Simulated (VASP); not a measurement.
# NbTe (CsCl type) (Pm-3m) in VASP: settings compared, part 2 of 2

VASP 6.6.1. The steps go on from the part before.

**3. Relaxation of cell and atoms, PBEsol**

This run uses another cell than the first one, of 17.01 Å³/atom, 1.154 times its volume.

Contents of INCAR:

```
SYSTEM = NbTe
PREC = Accurate ; ENCUT = 600
EDIFF = 1E-6 ; ISMEAR = -1
SIGMA = 0.1 ; LREAL = .FALSE.
LASPH = .TRUE. ; NELM = 100
ALGO = Normal ; ISIF = 3
LWAVE = .FALSE. ; LCHARG = .FALSE.
GGA = PS ; IBRION = 2
NSW = 60 ; EDIFFG = -0.005
```

Contents of KPOINTS:

```
regular mesh
0
G
  12 12 12
  0 0 0
```

Contents of POSCAR:

```
NbTe
1.0
    3.2403561128      0.0000000000      0.0000000000
    0.0000000000      3.2403561128      0.0000000000
    0.0000000000      0.0000000000      3.2403561128
Nb Te
1 1
Direct
    0.0000000000      0.0000000000      0.0000000000
    0.5000000000      0.5000000000      0.5000000000
```

Potentials or basis: VASP PAW PBE potentials, release 64 (Nb_sv, Te).

Command:

```sh
cat potpaw_PBE.64/Nb_sv/POTCAR potpaw_PBE.64/Te/POTCAR > POTCAR
mpirun -np 1 vasp_std > vasp.out
```

OUTCAR:

```text
SYSTEM = NbTe
   PREC = Accurate
   ENCUT = 600
   EDIFF = 1E-6
   ISMEAR = -1
   LREAL = .FALSE.
   LASPH = .TRUE.
   NELM = 100
   ISIF = 3
   GGA = PS
   IBRION = 2
   NSW = 60
   EDIFFG = -0.005

 ion  position               nearest neighbor table
   1  0.000  0.000  0.000-   2 2.81   2 2.81   2 2.81   2 2.81   2 2.81   2 2.81   2 2.81   2 2.81

   2  0.500  0.500  0.500-   1 2.81   1 2.81   1 2.81   1 2.81   1 2.81   1 2.81   1 2.81   1 2.81

  LATTYP: Found a simple cubic cell.
 ALAT       =     3.2403561128

  Lattice vectors:

 A1 = (   3.2403561128,   0.0000000000,   0.0000000000)
 A2 = (   0.0000000000,   3.2403561128,   0.0000000000)
 A3 = (   0.0000000000,   0.0000000000,   3.2403561128)

Analysis of symmetry for initial positions (statically):
=====================================================================
 Subroutine PRICEL returns:
 Original cell was already a primitive cell.

 Routine SETGRP: Setting up the symmetry group for a
 simple cubic supercell.

 Subroutine GETGRP returns: Found 48 space group operations
 (whereof 48 operations were pure point group operations)
 out of a pool of 48 trial point group operations.

The static configuration has the point symmetry O_h .

Analysis of symmetry for dynamics (positions and initial velocities):
=====================================================================
 Subroutine PRICEL returns:
 Original cell was already a primitive cell.

 Routine SETGRP: Setting up the symmetry group for a
 simple cubic supercell.

 Subroutine GETGRP returns: Found 48 space group operations
 (whereof 48 operations were pure point group operations)
 out of a pool of 48 trial point group operations.

The dynamic configuration has the point symmetry O_h .

 Subroutine INISYM returns: Found 48 space group operations
 (whereof 48 operations are pure point group operations),
 and found     1 'primitive' translations

----------------------------------------------------------------------------------------

                                     Primitive cell

  volume of cell :      34.0234
[... 139 lines left out ...]

------------------------ aborting loop because EDIFF is reached ----------------------------------------

  FORCE on cell =-STRESS in cart. coord.  units (eV):
  Direction    XX          YY          ZZ          XY          YZ          ZX
  --------------------------------------------------------------------------------------
  -------------------------------------------------------------------------------------
  Total        5.5109641      5.5109641      5.5109641      0.0000000     -0.0000000      0.0000000
  in kB      259.5134916    259.5134916    259.5134916      0.0000000     -0.0000000      0.0000000
  external PRESSURE =     259.5134916 kB  Pullay stress =       0.0000000 kB
[... 23 lines left out ...]
--------------------------------------- Ionic step        2  -------------------------------------------

 number of electron      19.0000003 magnetization

 E-fermi :   9.0316     XC(G=0): -10.9242

 val. band max:        9.0195041757   @ k =   0.3333   0.3333   0.3333
 cond. band min:       9.0368945263   @ k =   0.2500   0.2500   0.0833
 fundamental gap:      0.0173903506
 Fermi energy:         9.0315558305

 k-point     1 :       0.0000    0.0000    0.0000
  band No.  band energies     occupation
      1     -46.5460      2.00000
      2     -22.5485      2.00000
      3     -22.5485      2.00000
      4     -22.5485      2.00000
      5      -4.0681      2.00000
      6       7.1015      2.00000
      7       7.1015      2.00000
      8       7.7519      1.99999
      9       7.7519      1.99999
     10       7.7519      1.99999
     11       9.7785      0.00114
     12       9.7785      0.00114
     13       9.7785      0.00114
[... 433 lines left out ...]
  FREE ENERGIE OF THE ION-ELECTRON SYSTEM (eV)
  ---------------------------------------------------
  free  energy   TOTEN  =       -14.8420867245 eV

  energy  without entropy=      -14.7640632642  energy(sigma->0) =      -14.80307499

[... ionic steps 4 to 17 ...]

--------------------------------------- Ionic step       18  -------------------------------------------

 number of electron      18.9999999 magnetization

------------------------ aborting loop because EDIFF is reached ----------------------------------------
[... 67 lines left out ...]
--------------------------------------- Ionic step       20  -------------------------------------------

 number of electron      18.9999999 magnetization

 Free energy of the ion-electron system (eV)
  ---------------------------------------------------
  ext. energy  EPLUGINS =         0.00000000
  ---------------------------------------------------
  free energy    TOTEN  =       -14.84380106 eV

  energy without entropy =      -14.76701678  energy(sigma->0) =      -14.80540892

 E-fermi :  12.4725     XC(G=0): -12.0954

 val. band max:       12.4618524341   @ k =   0.4167   0.1667   0.1667
 cond. band min:      12.4772160946   @ k =   0.3333   0.2500   0.0833
 fundamental gap:      0.0153636605
 Fermi energy:        12.4725472344

 k-point     1 :       0.0000    0.0000    0.0000
  band No.  band energies     occupation
      1     -42.6482      2.00000
      2     -18.6866      2.00000
      3     -18.6866      2.00000
      4     -18.6866      2.00000
      5      -2.1578      2.00000
      6       9.6636      2.00000
      7       9.6636      2.00000
      8      11.3083      1.99998
      9      11.3083      1.99998
     10      11.3083      1.99998
     11      13.5788      0.00003
     12      13.5788      0.00003
     13      13.5788      0.00003
[... 397 lines left out ...]
  FREE ENERGIE OF THE ION-ELECTRON SYSTEM (eV)
  ---------------------------------------------------
  free  energy   TOTEN  =       -14.8438010583 eV

  energy  without entropy=      -14.7670167754  energy(sigma->0) =      -14.80540892

 reached required accuracy - stopping structural energy minimisation
```

OSZICAR:

```text
N       E                     dE             d eps       ncg     rms          rms(c)
DAV:   1     0.176948543184E+03    0.17695E+03   -0.10446E+04  2184   0.156E+03
DAV:   2    -0.351364260022E+01   -0.18046E+03   -0.17640E+03  2609   0.487E+02
DAV:   3    -0.142873293140E+02   -0.10774E+02   -0.10323E+02  3341   0.911E+01
[... 119 lines left out ...]
       N       E                     dE             d eps       ncg     rms          rms(c)
DAV:   1    -0.148438362018E+02   -0.36163E-04   -0.11354E-03  2424   0.491E-01    0.426E-02
DAV:   2    -0.148438064838E+02    0.29718E-04   -0.11822E-04  2837   0.150E-01    0.153E-02
DAV:   3    -0.148438013550E+02    0.51288E-05   -0.16686E-05  3896   0.399E-02    0.523E-03
DAV:   4    -0.148438010583E+02    0.29674E-06   -0.25434E-06  2119   0.113E-02
  20 F= -.14843801E+02 E0= -.14805409E+02  d E =-.111297E-04
```

It took 2.1 min on 1 thread of Intel Xeon 6975P-C (Granite Rapids), shared host; peak memory 0.2 GiB.

Results:

| Quantity | Value |
| --- | --- |
| Free energy | -14.8438 eV |
| Relaxed volume | 19.39 Å³/atom |
| Relaxed cell | a = 3.385 Å, b = 3.385 Å, c = 3.385 Å, α = 90.00°, β = 90.00°, γ = 90.00° |
| Space group after relaxing (to 0.05 Å) | Pm-3m (No. 221) |
| Energy gained by relaxing | 170.0 meV/atom |
| Ionic steps | 20 |
| Pressure after relaxing | 0.0 GPa |

Step by step:
```
step  energy change (eV)  largest force (eV/Å)  pressure (GPa)  volume (Å³)
   1              0.0000                0.0000           25.95        34.02
   2              0.5131                0.0000          -20.18        49.48
   3             -0.3382                0.0000           -1.42        39.15
   4             -0.3399                0.0000           -0.26        38.83
   5             -0.3399                0.0000            0.12        38.73
   6             -0.3399                0.0000            0.13        38.73
   7             -0.3399                0.0000            0.14        38.73
   8             -0.3399                0.0000            0.13        38.73
   9             -0.3399                0.0000            0.12        38.73
  10             -0.3399                0.0000            0.12        38.73
  11             -0.3399                0.0000            0.12        38.73
  12             -0.3399                0.0000            0.12        38.73
  13             -0.3399                0.0000            0.12        38.73
  14             -0.3399                0.0000            0.12        38.73
  15             -0.3399                0.0000            0.12        38.74
  16             -0.3399                0.0000            0.13        38.74
  17             -0.3399                0.0000            0.14        38.74
  18             -0.3399                0.0000            0.11        38.74
  19             -0.3400                0.0000            0.06        38.75
  20             -0.3400                0.0000            0.01        38.77
```

Final structure:
```cif
data_structure
_symmetry_space_group_name_H-M 'P 1'
_symmetry_Int_Tables_number 1
_cell_length_a 3.3846
_cell_length_b 3.3846
_cell_length_c 3.3846
_cell_angle_alpha 90.000
_cell_angle_beta 90.000
_cell_angle_gamma 90.000
_cell_volume 38.77
loop_
_atom_site_label
_atom_site_type_symbol
_atom_site_fract_x
_atom_site_fract_y
_atom_site_fract_z
_atom_site_occupancy
Nb1 Nb 0.00000 0.00000 0.00000 1
Te1 Te 0.50000 0.50000 0.50000 1
```

Caveat: the PAW data sets were made with another functional, which shifts forces and pressure a little; spin-orbit coupling is left out, which moves the levels of the heavy elements.

**4. Single point, PBEsol**

This run uses another cell than the first one, of 17.84 Å³/atom, 1.211 times its volume.

Contents of INCAR:

```
SYSTEM = NbTe
PREC = Accurate
ENCUT = 520
EDIFF = 1E-7
ISMEAR = -1
SIGMA = 0.1
LREAL = .False.
LASPH = .True.
NELM = 60
ALGO = Normal
ISIF = 2
LWAVE = .False.
LCHARG = .False.
GGA = PS
ISYM = 0
NBANDS = 16
```

Contents of KPOINTS:

```
Automatic mesh
0
Gamma
  12 12 12
  0 0 0
```

Contents of POSCAR:

```
NbTe
1.0
    3.2920693475      0.0000000000      0.0000000000
    0.0000000000      3.2920693475      0.0000000000
    0.0000000000      0.0000000000      3.2920693475
Nb Te
1 1
Direct
    0.0000000000      0.0000000000      0.0000000000
    0.5000000000      0.5000000000      0.5000000000
```

Command:

```sh
cat potpaw_PBE.64/Nb_sv/POTCAR potpaw_PBE.64/Te/POTCAR > POTCAR
mpirun -np 1 vasp_std > vasp.out
```

Wall time 1.7 min (1 thread of Intel Xeon 6975P-C (Granite Rapids), shared host); peak memory 0.57 GiB.

It converged, with:

```
Free energy : -14.7123 eV
Pressure    : 14.8 GPa
```

Levels at points of the mesh, in eV from the Fermi level:
| k point | band 8 | band 9 | band 10 | band 11 | band 12 | band 13 |
| --- | --- | --- | --- | --- | --- | --- |
| (0.00, 0.00, 0.00) | -1.07 | -1.07 | -1.07 | 1.25 | 1.25 | 1.25 |
| (0.50, 0.00, 0.00) | -3.10 | -2.31 | 1.41 | 2.77 | 4.36 | 5.84 |
| (0.00, 0.50, 0.00) | -3.10 | -2.31 | 1.41 | 2.77 | 4.36 | 5.84 |
| (0.00, 0.00, 0.50) | -3.10 | -2.31 | 1.41 | 2.77 | 4.36 | 5.84 |
| (0.50, 0.50, 0.00) | -2.96 | -0.46 | -0.46 | 0.99 | 1.80 | 3.02 |
| (0.00, 0.50, 0.50) | -2.96 | -0.46 | -0.46 | 0.99 | 1.80 | 3.02 |
| (0.50, 0.00, 0.50) | -2.96 | -0.46 | -0.46 | 0.99 | 1.80 | 3.02 |
| (0.50, 0.50, 0.50) | -7.22 | 2.31 | 2.31 | 2.31 | 3.16 | 3.16 |

Caveat: the PAW data sets were made with another functional, which shifts forces and pressure a little; spin-orbit coupling is left out, which moves the levels of the heavy elements.

**5. The runs side by side**

```csv
task,level,U,cell,cutoff (eV),smearing,gap on the mesh (eV),pressure (GPa)
single point,PBEsol+U,Nb d U = 2.0 eV,"a = 3.089 Å, 2 atoms",520,tetrahedron,none,80.1
relaxation of cell and atoms,PBEsol,-,"relaxed from a = 3.240 Å, 2 atoms",600,fermi-dirac 0.1 eV,none,0.0
single point,PBEsol,-,"a = 3.292 Å, 2 atoms",520,fermi-dirac 0.1 eV,none,14.8
```

Alike in all rows: potentials or basis VASP PAW PBE potentials, release 64 (Nb_sv, Te); no spin polarisation; k mesh 12 × 12 × 12.

Caveats: the PAW data sets were made with another functional, which shifts forces and pressure a little; spin-orbit coupling is left out, which moves the levels of the heavy elements; U without spin polarisation on a metal has little footing (some runs); the U is typed as a test and isn't derived for this compound (some runs).

Total energies depend on the potentials used, so only differences within one code and one set of settings carry meaning.
